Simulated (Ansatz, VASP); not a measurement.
# One calculation of RbBiTe6, two programs

Contents of INCAR:

```
SYSTEM = RbBiTe6
ALGO     = Normal         ! electronic algorithm
EDIFF    = 1E-7           ! SCF threshold, eV
ENCUT    = 520            ! plane-wave cutoff, eV
GGA      = PE             ! functional
ISIF     = 2              ! what is computed and relaxed
ISMEAR   = -1             ! smearing method
LASPH    = .True.         ! aspherical terms in the spheres
LCHARG   = .True.         ! write CHGCAR
LELF     = .True.         ! ELF
LREAL    = .False.        ! projectors in reciprocal space
LVHAR    = .True.       
LWAVE    = .False.        ! write WAVECAR
NBANDS   = 40             ! bands
NELM     = 60             ! most SCF steps
PREC     = Accurate       ! precision mode
SIGMA    = 0.0476         ! smearing width, eV
```

The input KPOINTS:

```
k-points
0
Gamma
  6 6 6
  0 0 0
```

The input POSCAR:

```
RbBiTe6
1.0
    4.7756770000      2.7572350000      3.2568610000
   -4.7756770000      2.7572350000      3.2568610000
    0.0000000000     -5.5144830000      3.2568610000
Bi Rb Te
1 1 6
Direct
    0.0000000000      0.0000000000      0.0000000000
    0.5000000000      0.5000000000      0.5000000000
    0.7160000000      0.7890000000      0.1030000000
    0.1030000000      0.7160000000      0.7890000000
    0.7890000000      0.1030000000      0.7160000000
    0.2840000000      0.2110000000      0.8970000000
    0.8970000000      0.2840000000      0.2110000000
    0.2110000000      0.8970000000      0.2840000000
```

Input for Ansatz:

```yaml
crystal:
  lattice:
    - [4.775677, 2.757235, 3.256861]
    - [-4.775677, 2.757235, 3.256861]
    - [0.0, -5.514483, 3.256861]
  atoms:
    - { symbol: Bi, position: [0.0, 0.0, 0.0] }
    - { symbol: Rb, position: [0.5, 0.5, 0.5] }
    - { symbol: Te, position: [0.716, 0.789, 0.103] }
    - { symbol: Te, position: [0.103, 0.716, 0.789] }
    - { symbol: Te, position: [0.789, 0.103, 0.716] }
    - { symbol: Te, position: [0.284, 0.211, 0.897] }
    - { symbol: Te, position: [0.897, 0.284, 0.211] }
    - { symbol: Te, position: [0.211, 0.897, 0.284] }
  symmetry: { tolerance: 0.0003 }
kpoints:
  mp_grid: { grid: [6, 6, 6], shift: [0, 0, 0] }
  band_path:
    path:
      - [0.0, 0.0, 0.0]
      - [0.5, 0.0, 0.0]
      - [0.5, -0.5, 0.5]
      - [0.39920707, -0.60079293, 0.39920707]
      - [0.39920707, 0.39920707, 0.39920707]
      - [0.0, 0.0, 0.0]
      - [0.5, -0.5, 0.0]
    npoints: 10
magnetization:
  spin_polarized: false
scf:
  occupations: { method: fermi_dirac, width: 0.0476 }
  lower_state_search: "off"
  max_iter: 200
hamiltonian:
  pseudopotentials: { kind: paw }
  xc: pbe
basis:
  ecutwfc: 420
  fft_grid_basis: typed
output:
  forces: true
  stress: true
  eigenvalues: true
  bader: true
  populations: true
  elf: true
  write_potential: true
  volumetric_format: npy
  dos:
    e_range: [-12, 8]
    de: 0.05
    projected: { site_lists: { Bi: [Bi], Rb: [Rb], Te: [Te] } }
checkpoint:
  read: saved_state
```

Alike in both runs: task single point; functional PBE; k mesh 6 × 6 × 6; occupations fermi-dirac, width 0.0476 eV; no spin polarisation.

```csv
,VASP,Ansatz
version,VASP 6.6.1,Ansatz 0.2.0
potentials or method,"VASP PAW PBE potentials, release 64 (Bi_d, Rb_sv, Te), cutoff 520 eV",PAW plane waves
valence electrons in the cell,60,120
```

VASP gave:

```
rms of the force components (eV/Å) : 5.916
```

Problem. What did Ansatz give for the same quantities?

Solution. rms of the force components (eV/Å): 5.901.

Atom by atom the forces differ by 0.016 eV/Å (rms over components). With one functional, cell and mesh, what is left measures potentials, basis and numerics. VASP's potentials hold 60 valence electrons a cell and Ansatz's 120, so a difference there can come from the potentials and not from the codes. Ansatz's warnings: structure snapped to symmetry.

Neither program's run includes spin-orbit coupling.
